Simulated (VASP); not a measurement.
# HfB (Immm) in VASP: notebook, part 2 of 3

VASP 6.6.1. The steps go on from the part before.

### Step 3. Single point, PBEsol (strain -0.0200 x Voigt [0, 0, 0, 1, 0, 0])

INCAR reads:

```
PREC = Accurate
ENCUT = 520
EDIFF = 1E-6
ISMEAR = 0
SIGMA = 0.15
LREAL = False
LASPH = True
NELM = 100
ALGO = Normal
ISIF = 2
LWAVE = False
LCHARG = False
GGA = PS
NBANDS = 14
```

KPOINTS reads:

```
Automatic mesh
0
Gamma
  18 18 18
```

POSCAR reads:

```
HfB
1.0
    0.0000000000      2.2869000000      2.2869000000
    2.3100000000     -0.0231000000      2.3100000000
    2.3100000000      2.3100000000     -0.0231000000
Hf B
1 1
Direct
    0.5000000000      0.5000000000      0.5000000000
    0.0000000000      0.0000000000      0.0000000000
```

Potentials or basis: VASP PAW PBE potentials, release 64 (Hf_pv, B).

The run is started by

```bash
$ cat potpaw_PBE.64/Hf_pv/POTCAR potpaw_PBE.64/B/POTCAR > POTCAR
$ mpirun -np 1 vasp_std > vasp.out
```

OUTCAR:

```text
PREC = Accurate
   ENCUT = 520
   EDIFF = 1E-6
   ISMEAR = 0
   LREAL = False
   LASPH = True
   NELM = 100
   ISIF = 2
   GGA = PS

 ion  position               nearest neighbor table
   1  0.500  0.500  0.500-   2 2.31   2 2.31   2 2.31   2 2.31   2 2.31   2 2.31
   2  0.000  0.000  0.000-   1 2.31   1 2.31   1 2.31   1 2.31   1 2.31   1 2.31

  LATTYP: Found a body centered orthorhombic cell.
 ALAT       =     3.2341649958
 B/A-ratio  =     1.0202020202
 C/A-ratio  =     1.4284985479

  Lattice vectors:

 A1 = (  -2.3100000000,   0.0231000000,  -2.3100000000)
 A2 = (  -2.3100000000,  -0.0231000000,   2.3100000000)
 A3 = (   2.3100000000,   2.3100000000,  -0.0231000000)

Analysis of symmetry for initial positions (statically):
=====================================================================
 Subroutine PRICEL returns:
 Original cell was already a primitive cell.

 Routine SETGRP: Setting up the symmetry group for a
 body centered orthorhombic supercell.

 Subroutine GETGRP returns: Found  8 space group operations
 (whereof  8 operations were pure point group operations)
 out of a pool of  8 trial point group operations.

The static configuration has the point symmetry D_2h.

Analysis of symmetry for dynamics (positions and initial velocities):
=====================================================================
 Subroutine PRICEL returns:
 Original cell was already a primitive cell.

 Routine SETGRP: Setting up the symmetry group for a
 body centered orthorhombic supercell.

 Subroutine GETGRP returns: Found  8 space group operations
 (whereof  8 operations were pure point group operations)
 out of a pool of  8 trial point group operations.

The dynamic configuration has the point symmetry D_2h.

 Subroutine INISYM returns: Found  8 space group operations
 (whereof  8 operations are pure point group operations),
 and found     1 'primitive' translations

----------------------------------------------------------------------------------------

[... 122 lines left out ...]
   LRPA    =     F    only Hartree local field effects (RPA)
 non-spin polarized calculation
 Gauss-broadening in eV      SIGMA  =   0.15
  energy-cutoff  :      520.00
  volume of cell :       24.65
 maximum number of plane-waves:       680
   NGX = 13   NGY = 13   NGZ = 13

 number of electron      13.0000002 magnetization

 Free energy of the ion-electron system (eV)
  ---------------------------------------------------
  ext. energy  EPLUGINS =         0.00000000
  ---------------------------------------------------
  free energy    TOTEN  =       -18.21030872 eV

  energy without entropy =      -18.19875858  energy(sigma->0) =      -18.20453365

 E-fermi :   5.0055     XC(G=0): -12.4036

 val. band max:        5.0046293884   @ k =   0.2222   0.0556   0.0556
 cond. band min:       5.0091191995   @ k =  -0.1667   0.0556   0.0000
 fundamental gap:      0.0044898111
 Fermi energy:         5.0054839589

 k-point     1 :       0.0000    0.0000    0.0000
  band No.  band energies     occupation
      1     -23.2681      2.00000
      2     -23.2515      2.00000
      3     -23.2358      2.00000
      4      -4.5660      2.00000
      5       6.9977      0.00000
      6       7.1413      0.00000
      7       7.3064      0.00000
      8       8.9152      0.00000
      9       8.9947      0.00000
     10       9.0837      0.00000
     11       9.1996      0.00000
     12       9.2004      0.00000
     13      16.6581      0.00000
     14      18.0479      0.00000
[... 377 lines left out ...]
      1     -23.7356      2.00000
      2     -23.3426      2.00000
      3     -23.2972      2.00000
      4      -2.2664      2.00000
      5       3.3224      2.00000
      6       4.3729      2.00000
      7       4.5192      2.00000
      8       9.2072      0.00000
      9       9.8174      0.00000
     10      10.7075      0.00000
     11      15.2371      0.00000
     12      16.7945      0.00000
     13      17.7237      0.00000
     14      20.1686      0.00000

 [... further k-points ...]

------------------------ aborting loop because EDIFF is reached ----------------------------------------

  FORCE on cell =-STRESS in cart. coord.  units (eV):
  Direction    XX          YY          ZZ          XY          YZ          ZX
  --------------------------------------------------------------------------------------
  -------------------------------------------------------------------------------------
  Total        3.7855686      3.7832844      3.7832844      0.0000000      0.1838167      0.0000000
  in kB      246.0476405    245.8991718    245.8991718      0.0000000     11.9473906      0.0000000
  external PRESSURE =     245.9486614 kB  Pullay stress =       0.0000000 kB

 VOLUME and BASIS-vectors are now :
 -----------------------------------------------------------------------------
  energy-cutoff  :      520.00
  volume of cell :       24.65
      direct lattice vectors                 reciprocal lattice vectors
     0.000000000  2.286900000  2.286900000    -0.216450216  0.218636582  0.218636582
     2.310000000 -0.023100000  2.310000000     0.216450216 -0.214307145  0.214307145
     2.310000000  2.310000000 -0.023100000     0.216450216  0.214307145 -0.214307145

 POSITION                                       TOTAL-FORCE (eV/Angst)
 -----------------------------------------------------------------------------------
      2.31000      2.28690      2.28690         0.000000      0.000000      0.000000
      0.00000      0.00000      0.00000         0.000000     -0.000000     -0.000000
 -----------------------------------------------------------------------------------
    total drift:                               -0.000000     -0.000000      0.000000

  FREE ENERGIE OF THE ION-ELECTRON SYSTEM (eV)
  ---------------------------------------------------
  free  energy   TOTEN  =       -18.2103087244 eV

  energy  without entropy=      -18.1987585800  energy(sigma->0) =      -18.20453365
```

OSZICAR:

```text
N       E                     dE             d eps       ncg     rms          rms(c)
DAV:   1     0.209587784916E+02    0.20959E+02   -0.70142E+03 24308   0.874E+02
DAV:   2    -0.187427251777E+02   -0.39702E+02   -0.37687E+02 30452   0.193E+02
DAV:   3    -0.197215418869E+02   -0.97882E+00   -0.97413E+00 30598   0.208E+01
DAV:   4    -0.197247756090E+02   -0.32337E-02   -0.32335E-02 27826   0.149E+00
DAV:   5    -0.197247916015E+02   -0.15993E-04   -0.15993E-04 31206   0.939E-02    0.671E+01
DAV:   6    -0.182817479365E+02    0.14430E+01   -0.22400E+00 29740   0.930E+00    0.422E+01
DAV:   7    -0.182464582651E+02    0.35290E-01   -0.82591E-01 32644   0.557E+00    0.856E+00
DAV:   8    -0.182100892073E+02    0.36369E-01   -0.10644E-01 26560   0.202E+00    0.947E-01
DAV:   9    -0.182103300757E+02   -0.24087E-03   -0.53108E-03 32188   0.527E-01    0.127E-01
DAV:  10    -0.182103098480E+02    0.20228E-04   -0.12749E-04 26518   0.745E-02    0.502E-02
DAV:  11    -0.182103087951E+02    0.10529E-05   -0.97241E-06 30634   0.211E-02    0.843E-03
DAV:  12    -0.182103087244E+02    0.70707E-07   -0.28457E-07 22270   0.456E-03
   1 F= -.18210309E+02 E0= -.18204534E+02  d E =-.115501E-01
```

stdout:

```text
POSCAR found type information on POSCAR HfB
 POSCAR found :  2 types and       2 ions
 scaLAPACK will be used
 -----------------------------------------------------------------------------
|                                                                             |
|                                                                             |
|     You enforced a specific xc type in the INCAR file but a different       |
|     I HOPE YOU KNOW WHAT YOU ARE DOING!                                     |
|                                                                             |
 -----------------------------------------------------------------------------

 LDA part: xc-table for (Slater+PW92), standard interpolation
 POSCAR, INCAR and KPOINTS ok, starting setup
 FFT: planning ... GRIDC
 FFT: planning ... GRID_SOFT
 FFT: planning ... GRID
 WAVECAR not read
 entering main loop
```

Wall time 3.5 min (1 thread of Intel Xeon 8259CL, shared host); peak memory 0.4 GiB.

Results:

| Item | Value |
| --- | --- |
| Free energy | -18.2103 eV |
| Pressure | 24.6 GPa |
| Band gap on the k mesh | zero (an odd number of electrons rules out a gap without spin polarisation) |

Caveat: the cell differs from its parent crystal (strain -0.0200 x Voigt [0, 0, 0, 1, 0, 0]); the cell stands under pressure; the PAW data sets were made with another functional, which shifts forces and pressure a little; spin-orbit coupling is left out, which moves the levels of the heavy elements.

### Step 4. Single point, PBEsol (strain +0.0150 x Voigt [0, 0, 0, 1, 0, 0])

INCAR reads:

```
SYSTEM = HfB
PREC = Accurate
ENCUT = 520
EDIFF = 1E-7
ISMEAR = 0
SIGMA = 0.15
LREAL = .FALSE.
LASPH = .TRUE.
NELM = 60
ALGO = Normal
ISIF = 2
LWAVE = .FALSE.
LCHARG = .FALSE.
GGA = PS
NBANDS = 14
```

KPOINTS reads:

```
Automatic mesh
0
G
  18 18 18
  0 0 0
```

POSCAR reads:

```
HfB
1.0
    0.0000000000      2.3273250000      2.3273250000
    2.3100000000      0.0173250000      2.3100000000
    2.3100000000      2.3100000000      0.0173250000
Hf B
1 1
Direct
    0.5000000000      0.5000000000      0.5000000000
    0.0000000000      0.0000000000      0.0000000000
```

Potentials or basis: VASP PAW PBE potentials, release 64 (Hf_pv, B).

The run is started by

```bash
$ cat potpaw_PBE.64/Hf_pv/POTCAR potpaw_PBE.64/B/POTCAR > POTCAR
$ mpirun -np 1 vasp_std > vasp.out
```

OUTCAR:

```text
SYSTEM = HfB
   PREC = Accurate
   ENCUT = 520
   EDIFF = 1E-7
   ISMEAR = 0
   LREAL = .FALSE.
   LASPH = .TRUE.
   NELM = 60
   ISIF = 2
   GGA = PS

 ion  position               nearest neighbor table
   1  0.500  0.500  0.500-   2 2.31   2 2.31   2 2.31   2 2.31   2 2.31   2 2.31
   2  0.000  0.000  0.000-   1 2.31   1 2.31   1 2.31   1 2.31   1 2.31   1 2.31

  LATTYP: Found a body centered orthorhombic cell.
 ALAT       =     3.2423320791
 B/A-ratio  =     1.0151133501
 C/A-ratio  =     1.4249003147

  Lattice vectors:

 A1 = (  -2.3100000000,   2.3100000000,   0.0173250000)
 A2 = (  -2.3100000000,  -2.3100000000,  -0.0173250000)
 A3 = (   2.3100000000,   0.0173250000,   2.3100000000)

Analysis of symmetry for initial positions (statically):
=====================================================================
 Subroutine PRICEL returns:
 Original cell was already a primitive cell.

 Routine SETGRP: Setting up the symmetry group for a
 body centered orthorhombic supercell.

 Subroutine GETGRP returns: Found  8 space group operations
 (whereof  8 operations were pure point group operations)
 out of a pool of  8 trial point group operations.

The static configuration has the point symmetry D_2h.

Analysis of symmetry for dynamics (positions and initial velocities):
=====================================================================
 Subroutine PRICEL returns:
 Original cell was already a primitive cell.

 Routine SETGRP: Setting up the symmetry group for a
 body centered orthorhombic supercell.

 Subroutine GETGRP returns: Found  8 space group operations
 (whereof  8 operations were pure point group operations)
 out of a pool of  8 trial point group operations.

The dynamic configuration has the point symmetry D_2h.

 Subroutine INISYM returns: Found  8 space group operations
 (whereof  8 operations are pure point group operations),
 and found     1 'primitive' translations

----------------------------------------------------------------------------------------

                                     Primitive cell

  volume of cell :      24.6514

  direct lattice vectors                    reciprocal lattice vectors
     0.000000000  2.327325000  2.327325000    -0.216450216  0.214838925  0.214838925
     2.310000000  0.017325000  2.310000000     0.216450216 -0.218085860  0.218085860
     2.310000000  2.310000000  0.017325000     0.216450216  0.218085860 -0.218085860

  length of vectors
     3.291334579  3.266879269  3.266879269     0.373044532  0.376793818  0.376793818

  position of ions in fractional coordinates (direct lattice)
     0.500000000  0.500000000  0.500000000
     0.000000000  0.000000000  0.000000000

  ion indices of the primitive-cell ions
   primitive index   ion index
                 1           1
                 2           2

----------------------------------------------------------------------------------------

 KPOINTS: Automatic mesh

Automatic generation of k-mesh.
 Grid dimensions read from file:
 generate k-points for:   18   18   18

 Generating k-lattice:

[... 23 lines left out ...]
  0.277778  0.000000 -0.000000      4.000000
[... 16 lines left out ...]
 -0.333333  0.055556 -0.000000      8.000000
 -0.277778  0.055556  0.000000      8.000000
 [... further k-points ...]
   k-points           NKPTS =    865   k-points in BZ     NKDIM =    865   number of bands    NBANDS=     14
   number of dos      NEDOS =    301   number of ions     NIONS =      2
   total plane-waves  NPLWV =  13824
   dimension x,y,z NGX =    24 NGY =   24 NGZ =   24
   dimension x,y,z NGXF=    48 NGYF=   48 NGZF=   48
   ions per type =               1   1
   NGX,Y,Z   is equivalent  to a cutoff of  12.12, 12.21, 12.21 a.u.
   NGXF,Y,Z  is equivalent  to a cutoff of  24.24, 24.43, 24.43 a.u.
 SYSTEM =  HfB
   PREC   = accura    normal or accurate (medium, high low for compatibility)
   ISTART =      0    job   : 0-new  1-cont  2-samecut
   ICHARG =      2    charge: 1-file 2-atom 10-const
   ISPIN  =      1    spin polarized calculation?
   LNONCOLLINEAR =      F non collinear calculations
   LSORBIT =      F    spin-orbit coupling
   LASPH  =      T    aspherical Exc in radial PAW
   ENCUT  =  520.0 eV  38.22 Ry    6.18 a.u.   6.12  6.07  6.07*2*pi/ulx,y,z
   NELM   =     60;   NELMIN=  2; NELMDL= -5     # of ELM steps
   EDIFF  = 0.1E-06   stopping-criterion for ELM
   LREAL  =      F    real-space projection
   EDIFFG = 0.1E-05   stopping-criterion for IOM
   NSW    =      0    number of steps for IOM
   IBRION =     -1    ionic relax: 0-MD 1-quasi-New 2-CG
   NFREE  =      0    steps in history (QN), initial steepest desc. (CG)
   ISIF   =      2    stress and relaxation
   ISYM   =      2    0-nonsym 1-usesym 2-fastsym
   POTIM  = 0.5000    time-step for ionic-motion
   TEBEG  =    0.0;   TEEND  =   0.0 temperature during run
   PSTRESS=    0.0 pullay stress
   NELECT =      13.0000    total number of electrons
   NUPDOWN=      -1.0000    fix difference up-down
   EMIN   =  10.00;   EMAX   =-10.00  energy-range for DOS
   EFERMI =   0.00;   METHOD = LEGACY
   ISMEAR =     0;   SIGMA  =   0.15  broadening in eV -4-tet -1-fermi 0-gaus
   EFERMI_NEDOS =   21; number of points for ismear=-14 and -15
   IALGO  =     38    algorithm
   IMIX   =      4    mixing-type and parameters
     AMIX     =   0.40;   BMIX     =  1.00
     AMIX_MAG =   1.60;   BMIX_MAG =  1.00
  volume/ion in A,a.u.               =      12.33        83.18
  Fermi-wavevector in a.u.,A,eV,Ry     =   1.322641  2.499430 23.801764  1.749380
  Thomas-Fermi vector in A             =   2.452308
   LORBIT       =      0    0 simple, 1 ext, 2 COOP (PROOUT), +10 PAW based schemes
   GGA     = PS    functional components
   LHFCALC =     F    Hartree Fock is set to
   AEXX    =    0.0000 exact exchange contribution
   IVDW    =     0    specifies the selected vdW correction
   LEPSILON=     F    determine dielectric tensor
   LRPA    =     F    only Hartree local field effects (RPA)
 non-spin polarized calculation
 Gauss-broadening in eV      SIGMA  =   0.15
  energy-cutoff  :      520.00
  volume of cell :       24.65
 maximum number of plane-waves:       678
   NGX = 13   NGY = 13   NGZ = 13

 number of electron      13.0000002 magnetization

 Free energy of the ion-electron system (eV)
  ---------------------------------------------------
  ext. energy  EPLUGINS =         0.00000000
  ---------------------------------------------------
  free energy    TOTEN  =       -18.21127624 eV

  energy without entropy =      -18.19963549  energy(sigma->0) =      -18.20545587

 E-fermi :   5.0033     XC(G=0): -12.4033

 val. band max:        5.0022317247   @ k =   0.3889   0.1667   0.0000
 cond. band min:       5.0059451594   @ k =  -0.0556   0.2222   0.2222
 fundamental gap:      0.0037134347
 Fermi energy:         5.0032917264

 k-point     1 :       0.0000    0.0000    0.0000
  band No.  band energies     occupation
      1     -23.2645      2.00000
      2     -23.2522      2.00000
      3     -23.2404      2.00000
      4      -4.5661      2.00000
      5       7.0349      0.00000
      6       7.1446      0.00000
      7       7.2664      0.00000
      8       8.9349      0.00000
      9       8.9953      0.00000
     10       9.0611      0.00000
     11       9.1974      0.00000
     12       9.1978      0.00000
     13      16.6551      0.00000
     14      18.0449      0.00000
[... 377 lines left out ...]
      1     -23.7394      2.00000
      2     -23.3227      2.00000
      3     -23.2907      2.00000
      4      -2.2950      2.00000
      5       3.2266      2.00000
      6       4.4110      2.00000
      7       4.6557      1.99895
      8       9.1603      0.00000
      9       9.8969      0.00000
     10      10.7707      0.00000
     11      15.1457      0.00000
     12      16.7309      0.00000
     13      17.6408      0.00000
     14      20.1668      0.00000

 [... further k-points ...]

------------------------ aborting loop because EDIFF is reached ----------------------------------------

  FORCE on cell =-STRESS in cart. coord.  units (eV):
  Direction    XX          YY          ZZ          XY          YZ          ZX
  --------------------------------------------------------------------------------------
  -------------------------------------------------------------------------------------
  Total        3.7838057      3.7822474      3.7822474      0.0000000     -0.1366312      0.0000000
  in kB      245.9222944    245.8210168    245.8210168      0.0000000     -8.8801210      0.0000000
  external PRESSURE =     245.8547760 kB  Pullay stress =       0.0000000 kB

 VOLUME and BASIS-vectors are now :
 -----------------------------------------------------------------------------
  energy-cutoff  :      520.00
  volume of cell :       24.65
      direct lattice vectors                 reciprocal lattice vectors
     0.000000000  2.327325000  2.327325000    -0.216450216  0.214838925  0.214838925
     2.310000000  0.017325000  2.310000000     0.216450216 -0.218085860  0.218085860
     2.310000000  2.310000000  0.017325000     0.216450216  0.218085860 -0.218085860

 POSITION                                       TOTAL-FORCE (eV/Angst)
 -----------------------------------------------------------------------------------
      2.31000      2.32733      2.32733         0.000000     -0.000000      0.000000
      0.00000      0.00000      0.00000        -0.000000      0.000000     -0.000000
 -----------------------------------------------------------------------------------
    total drift:                                0.000000     -0.000000      0.000000

  FREE ENERGIE OF THE ION-ELECTRON SYSTEM (eV)
  ---------------------------------------------------
  free  energy   TOTEN  =       -18.2112762437 eV

  energy  without entropy=      -18.1996354930  energy(sigma->0) =      -18.20545587
```

Run time: 3.7 min. Hardware: 1 thread of Intel Xeon 8259CL, shared host; peak memory 0.4 GiB.

Results:

- Free energy: -18.2113 eV
- Pressure: 24.6 GPa
- Band gap on the k mesh: zero (an odd number of electrons rules out a gap without spin polarisation)

Caveat: the cell differs from its parent crystal (strain +0.0150 x Voigt [0, 0, 0, 1, 0, 0]); the cell stands under pressure; the PAW data sets were made with another functional, which shifts forces and pressure a little; spin-orbit coupling is left out, which moves the levels of the heavy elements.

(Continued in part 3 of 3.)
